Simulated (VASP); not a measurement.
# Ni (P6/mmm) in VASP: further runs, part 2 of 2

VASP 6.6.1.

## 3. Single point, r2SCAN, collinear spin, ferromagnetic start

This run uses another cell than the first one, of 10.71 Å³/atom.

Input file POSCAR:

```
Ni
1.0
    3.9360355374      0.0000000000      0.0000000000
   -1.9680177687      3.4087067656      0.0000000000
    0.0000000000      0.0000000000      2.3949871344
Ni
3
Direct
    1.0000000000      1.0000000000      0.0000000000
    0.3333333333      0.6666666667      0.5000000000
    0.6666666667      0.3333333333      0.5000000000
```

Input file INCAR.step1:

```
PREC = Accurate
ENCUT = 520
ISMEAR = -1
SIGMA = 0.05
LREAL = False
LASPH = True
NELM = 150
ISPIN = 2
MAGMOM = 0.8 0.8 0.8
LMAXMIX = 4
NBANDS = 26
GGA = PE
ALGO = Normal
EDIFF = 1E-4
LWAVE = True
LCHARG = False
```

Input file INCAR.step2:

```
PREC = Accurate
ENCUT = 520
EDIFF = 1E-6
ISMEAR = -1
SIGMA = 0.05
LREAL = False
LASPH = True
NELM = 150
ALGO = Normal
ISIF = 2
LWAVE = False
LCHARG = True
ISPIN = 2
MAGMOM = 0.8 0.8 0.8
LORBIT = 11
LMAXMIX = 4
METAGGA = R2SCAN
LMIXTAU = True
LELF = True
LVHAR = True
NBANDS = 26
ISTART = 1
```

Input file KPOINTS:

```
regular mesh
0
Gamma
  9 9 13
```

Potentials or basis: VASP PAW PBE potentials, release 64 (Ni).

Launch:

```console
> cat potpaw_PBE.64/Ni/POTCAR > POTCAR
> cp INCAR.step1 INCAR
> mpirun -np 1 vasp_std > vasp.out
> cp INCAR.step2 INCAR
> mpirun -np 1 vasp_std > vasp.out
```

OUTCAR:

```text
PREC = Accurate
   ENCUT = 520
   EDIFF = 1E-6
   ISMEAR = -1
   LREAL = False
   LASPH = True
   NELM = 150
   ISIF = 2
   ISPIN = 2
   LORBIT = 11
   METAGGA = R2SCAN
   ISTART = 1

 ion  position               nearest neighbor table
   1  0.000  0.000  0.000-   2 2.57   3 2.57   2 2.57   3 2.57   3 2.57   3 2.57   2 2.57   2 2.57
                             3 2.57   3 2.57   2 2.57   2 2.57
   2  0.333  0.667  0.500-   3 2.27   3 2.27   3 2.27   1 2.57   1 2.57   1 2.57   1 2.57   1 2.57
                             1 2.57
   3  0.667  0.333  0.500-   2 2.27   2 2.27   2 2.27   1 2.57   1 2.57   1 2.57   1 2.57   1 2.57
                             1 2.57

  LATTYP: Found a hexagonal cell.
 ALAT       =     3.9360355374
 C/A-ratio  =     0.6084770098

  Lattice vectors:

 A1 = (   3.9360355374,   0.0000000000,   0.0000000000)
 A2 = (  -1.9680177687,   3.4087067656,   0.0000000000)
 A3 = (   0.0000000000,   0.0000000000,   2.3949871344)

Analysis of symmetry for initial positions (statically):
=====================================================================
 Subroutine PRICEL returns:
 Original cell was already a primitive cell.

 Routine SETGRP: Setting up the symmetry group for a
 hexagonal supercell.

 Subroutine GETGRP returns: Found 24 space group operations
 (whereof 24 operations were pure point group operations)
 out of a pool of 24 trial point group operations.

The static configuration has the point symmetry D_6h.

Analysis of symmetry for dynamics (positions and initial velocities):
=====================================================================
 Subroutine PRICEL returns:
 Original cell was already a primitive cell.

 Routine SETGRP: Setting up the symmetry group for a
 hexagonal supercell.

 Subroutine GETGRP returns: Found 24 space group operations
 (whereof 24 operations were pure point group operations)
 out of a pool of 24 trial point group operations.

The dynamic configuration has the point symmetry D_6h.

Analysis of structural, dynamic, and magnetic symmetry:
[... 158 lines left out ...]

  energy without entropy =      -35.39554125  energy(sigma->0) =      -35.41193394

 E-fermi :   9.4928     XC(G=0): -14.4659

 val. band max:        9.4851100735   @ k =   0.1111   0.1111   0.2308
 cond. band min:       9.4950548948   @ k =   0.1111   0.1111   0.1538
 fundamental gap:      0.0099448213
 Fermi energy:         9.4927674215

 spin component 1

 k-point     1 :       0.0000    0.0000    0.0000
  band No.  band energies     occupation
      1       0.0383      1.00000
      2       4.8106      1.00000
      3       5.8919      1.00000
      4       5.8921      1.00000
      5       5.9170      1.00000
      6       5.9172      1.00000
[... 685 lines left out ...]
     25      31.6774      0.00000
     26      31.6953      0.00000

 [... further k-points ...]

 spin component 2

 k-point     1 :       0.0000    0.0000    0.0000
  band No.  band energies     occupation
      1      -0.1934      1.00000
      2       5.5344      1.00000
      3       6.5869      1.00000
      4       6.5870      1.00000
      5       6.6878      1.00000
      6       6.6879      1.00000
[... 685 lines left out ...]
     25      31.8089      0.00000
     26      31.8127      0.00000

 [... further k-points ...]

------------------------ aborting loop because EDIFF is reached ----------------------------------------

  FORCE on cell =-STRESS in cart. coord.  units (eV):
  Direction    XX          YY          ZZ          XY          YZ          ZX
  --------------------------------------------------------------------------------------
  -------------------------------------------------------------------------------------
  Total        0.0771310      0.0771310      0.0371788      0.0000000     -0.0000000     -0.0000000
  in kB        3.8458082      3.8458082      1.8537612      0.0000000     -0.0000000     -0.0000000
  external PRESSURE =       3.1817925 kB  Pullay stress =       0.0000000 kB

 VOLUME and BASIS-vectors are now :
 -----------------------------------------------------------------------------
  energy-cutoff  :      520.00
  volume of cell :       32.13
      direct lattice vectors                 reciprocal lattice vectors
     3.936035537  0.000000000  0.000000000     0.254062747  0.146683195  0.000000000
    -1.968017769  3.408706766  0.000000000     0.000000000  0.293366390  0.000000000
     0.000000000  0.000000000  2.394987134     0.000000000  0.000000000  0.417538777

 POSITION                                       TOTAL-FORCE (eV/Angst)
 -----------------------------------------------------------------------------------
      0.00000      0.00000      0.00000         0.000000      0.000000      0.000000
     -0.00000      2.27247      1.19749         0.000000      0.000000      0.000000
      1.96802      1.13624      1.19749        -0.000000     -0.000000      0.000000
 -----------------------------------------------------------------------------------
    total drift:                               -0.000000      0.000000      0.000000

  FREE ENERGIE OF THE ION-ELECTRON SYSTEM (eV)
  ---------------------------------------------------
  free  energy   TOTEN  =       -35.4283266397 eV

  energy  without entropy=      -35.3955412478  energy(sigma->0) =      -35.41193394

 total charge

# of ion       s       p       d       tot
------------------------------------------
    1        0.500   0.512   8.319   9.331
    2        0.534   0.535   8.358   9.428
    3        0.534   0.535   8.358   9.428
--------------------------------------------------
tot          1.569   1.582  25.035  28.187

 magnetization (x)

# of ion       s       p       d       tot
------------------------------------------
    1       -0.005  -0.039   0.723   0.678
    2       -0.011  -0.040   0.761   0.710
    3       -0.011  -0.040   0.761   0.710
--------------------------------------------------
tot         -0.027  -0.119   2.245   2.099
```

It took 13 min on 1 thread of Intel Xeon 8259CL, shared host; peak memory 0.23 GiB.

What came out:

```
Free energy                                           : -35.4283 eV
Pressure                                              : 0.3 GPa
Net moment                                            : 2.04 μB per cell
Site moments                                          : Ni +0.68, +0.71 (each value once) μB
Valence electrons inside the program's atomic spheres : Ni 9.33, 9.43 (each value once)
```

Caveat: the PAW data sets were made with another functional, which shifts forces and pressure a little.

## 4. Single point, r2SCAN, collinear spin, ferromagnetic start (9.43 Å³/atom)

This run uses another cell than the first one, of 9.43 Å³/atom.

Input file POSCAR:

```
Ni
1.0
    3.7718397664      0.0000000000      0.0000000000
   -1.8859198832      3.2665090567      0.0000000000
    0.0000000000      0.0000000000      2.2950777826
Ni
3
Direct
    1.0000000000      1.0000000000      0.0000000000
    0.3333333333      0.6666666667      0.5000000000
    0.6666666667      0.3333333333      0.5000000000
```

Input file INCAR.step1:

```
SYSTEM = Ni
PREC = Accurate
ENCUT = 520
ISMEAR = -1
SIGMA = 0.05
LREAL = .FALSE.
LASPH = .TRUE.
NELM = 150
ISPIN = 2
MAGMOM = 0.783 0.791 0.791
LMAXMIX = 4
NBANDS = 26
GGA = PE
ALGO = Normal
EDIFF = 1E-4
LWAVE = .TRUE.
LCHARG = .FALSE.
```

Input file INCAR.step2:

```
SYSTEM = Ni
PREC = Accurate
ENCUT = 520
EDIFF = 1E-6
ISMEAR = -1
SIGMA = 0.05
LREAL = .FALSE.
LASPH = .TRUE.
NELM = 150
ALGO = Normal
ISIF = 2
LWAVE = .FALSE.
LCHARG = .FALSE.
ISPIN = 2
MAGMOM = 0.783 0.791 0.791
LORBIT = 11
LMAXMIX = 4
METAGGA = R2SCAN
LMIXTAU = .TRUE.
NBANDS = 26
ISTART = 1
```

Input file KPOINTS:

```
regular mesh
0
G
  10 10 15
  0 0 0
```

Potentials or basis: VASP PAW PBE potentials, release 64 (Ni).

Launch:

```console
> cat potpaw_PBE.64/Ni/POTCAR > POTCAR
> cp INCAR.step1 INCAR
> mpirun -np 1 vasp_std > vasp.out
> cp INCAR.step2 INCAR
> mpirun -np 1 vasp_std > vasp.out
```

OUTCAR:

```text
SYSTEM = Ni
   PREC = Accurate
   ENCUT = 520
   EDIFF = 1E-6
   ISMEAR = -1
   LREAL = .FALSE.
   LASPH = .TRUE.
   NELM = 150
   ISIF = 2
   ISPIN = 2
   LORBIT = 11
   METAGGA = R2SCAN
   ISTART = 1

 ion  position               nearest neighbor table
   1  0.000  0.000  0.000-   2 2.46   3 2.46   2 2.46   3 2.46   2 2.46   2 2.46   3 2.46   3 2.46
                             3 2.46   3 2.46   2 2.46   2 2.46
   2  0.333  0.667  0.500-   3 2.18   3 2.18   3 2.18   1 2.46   1 2.46   1 2.46   1 2.46   1 2.46
                             1 2.46
   3  0.667  0.333  0.500-   2 2.18   2 2.18   2 2.18   1 2.46   1 2.46   1 2.46   1 2.46   1 2.46
                             1 2.46

  LATTYP: Found a hexagonal cell.
 ALAT       =     3.7718397664
[... 1620 lines left out ...]
     3.771839766  0.000000000  0.000000000     0.265122609  0.153068610  0.000000000
    -1.885919883  3.266509057  0.000000000     0.000000000  0.306137219  0.000000000
     0.000000000  0.000000000  2.295077783     0.000000000  0.000000000  0.435715080

 POSITION                                       TOTAL-FORCE (eV/Angst)
 -----------------------------------------------------------------------------------
      0.00000      0.00000      0.00000         0.000000      0.000000      0.000000
     -0.00000      2.17767      1.14754        -0.000000     -0.000000      0.000000
      1.88592      1.08884      1.14754         0.000000      0.000000     -0.000000
 -----------------------------------------------------------------------------------
    total drift:                                0.000000      0.000000     -0.000000

  FREE ENERGIE OF THE ION-ELECTRON SYSTEM (eV)
  ---------------------------------------------------
  free  energy   TOTEN  =       -35.0286161537 eV

  energy  without entropy=      -34.9964007366  energy(sigma->0) =      -35.01250845

 total charge

# of ion       s       p       d       tot
------------------------------------------
    1        0.561   0.640   8.396   9.597
    2        0.596   0.665   8.440   9.701
    3        0.596   0.665   8.440   9.701
--------------------------------------------------
tot          1.752   1.970  25.275  28.998

 magnetization (x)

# of ion       s       p       d       tot
------------------------------------------
    1       -0.005  -0.040   0.666   0.621
    2       -0.010  -0.038   0.714   0.667
    3       -0.010  -0.038   0.714   0.667
--------------------------------------------------
tot         -0.024  -0.116   2.095   1.955
```

OUTCAR.step1:

```text
SYSTEM = Ni
   PREC = Accurate
   ENCUT = 520
   ISMEAR = -1
   LREAL = .FALSE.
   LASPH = .TRUE.
   NELM = 150
[... 1640 lines left out ...]
      0.00000      0.00000      0.00000         0.000000      0.000000      0.000000
     -0.00000      2.17767      1.14754        -0.000000      0.000000      0.000000
      1.88592      1.08884      1.14754         0.000000      0.000000     -0.000000
 -----------------------------------------------------------------------------------
    total drift:                               -0.000000      0.000000     -0.000000

  FREE ENERGIE OF THE ION-ELECTRON SYSTEM (eV)
  ---------------------------------------------------
  free  energy   TOTEN  =       -15.4501623030 eV

  energy  without entropy=      -15.4057629238  energy(sigma->0) =      -15.42796261
```

OSZICAR.step1:

```text
N       E                     dE             d eps       ncg     rms          rms(c)
DAV:   1     0.169679267855E+03    0.16968E+03   -0.12795E+04 12792   0.168E+03
DAV:   2    -0.803744130430E+01   -0.17772E+03   -0.16446E+03 11672   0.291E+02
DAV:   3    -0.181542770347E+02   -0.10117E+02   -0.96668E+01 12592   0.869E+01
DAV:   4    -0.183146073361E+02   -0.16033E+00   -0.16017E+00 13486   0.105E+01
DAV:   5    -0.183198611502E+02   -0.52538E-02   -0.52531E-02 13700   0.174E+00    0.201E+01
DAV:   6    -0.163062461475E+02    0.20136E+01   -0.13258E+01 13566   0.659E+01    0.121E+01
DAV:   7    -0.186084468790E+02   -0.23022E+01   -0.20201E+01 13990   0.943E+01    0.240E+01
DAV:   8    -0.154847413504E+02    0.31237E+01   -0.86412E+00 14408   0.506E+01    0.386E+00
DAV:   9    -0.154526068792E+02    0.32134E-01   -0.29619E-01 15770   0.699E+00    0.193E+00
DAV:  10    -0.154505020676E+02    0.21048E-02   -0.40121E-02 13614   0.368E+00    0.727E-01
DAV:  11    -0.154500438948E+02    0.45817E-03   -0.41761E-03 16616   0.808E-01    0.193E-01
DAV:  12    -0.154501459057E+02   -0.10201E-03   -0.63370E-04 10368   0.360E-01    0.102E-01
DAV:  13    -0.154501623030E+02   -0.16397E-04   -0.81727E-05  6380   0.112E-01
   1 F= -.15450162E+02 E0= -.15427963E+02  d E =-.443994E-01  mag=     1.6509
```

It took 14 min on 1 thread of Intel Xeon 8259CL, shared host; peak memory 0.24 GiB.

What came out:

- Free energy: -35.0286 eV
- Pressure: 37.0 GPa
- Net moment: 1.95 μB per cell
- Site moments: Ni +0.62, +0.67 (each value once) μB
- Valence electrons inside the program's atomic spheres: Ni 9.60, 9.70 (each value once)

Levels at points of the mesh, in eV from the Fermi level:
Spin up:
```csv
k point,band 13,band 14,band 15,band 16,band 17,band 18,band 19,band 20
"(0.00, 0.00, 0.00)",-2.01,-2.01,-0.65,-0.65,6.93,6.93,6.99,6.99
"(0.50, 0.00, 0.00)",-1.08,-1.04,-0.99,-0.94,-0.74,-0.11,7.60,17.58
```
Spin down:
| k point | band 11 | band 12 | band 13 | band 14 | band 15 | band 16 | band 17 | band 18 |
| --- | --- | --- | --- | --- | --- | --- | --- | --- |
| (0.00, 0.00, 0.00) | -1.26 | -1.26 | -1.06 | -1.06 | 0.33 | 0.33 | 7.30 | 7.30 |
| (0.50, 0.00, 0.00) | -0.95 | -0.33 | -0.30 | -0.14 | -0.07 | 0.04 | 0.19 | 0.45 |

Caveat: the cell stands under pressure; the PAW data sets were made with another functional, which shifts forces and pressure a little.

## 5. Summary

```csv
spin,cell,k mesh,smearing,gap on the mesh (eV),pressure (GPa),moment (μB)
off,"a = 3.939, b = 3.939, c = 2.367 Å, angles 90.0, 90.0, 120.0°, 3 atoms",12 × 12 × 17,fermi-dirac 0.1 eV,none,0.7,-
"collinear, ferromagnetic start","a = 3.936, b = 3.936, c = 2.395 Å, angles 90.0, 90.0, 120.0°, 3 atoms",9 × 9 × 13,fermi-dirac 0.05 eV,none,0.3,2.04
"collinear, ferromagnetic start","a = 3.772, b = 3.772, c = 2.295 Å, angles 90.0, 90.0, 120.0°, 3 atoms",10 × 10 × 15,fermi-dirac 0.05 eV,none,37.0,1.95
```

Alike in all rows: task single point; level r2SCAN; potentials or basis VASP PAW PBE potentials, release 64 (Ni); cutoff (eV) 520.

Caveats: the PAW data sets were made with another functional, which shifts forces and pressure a little; the cell stands under pressure (at least some runs).

Total energies depend on the potentials used, so only differences within one code and one set of settings carry meaning.
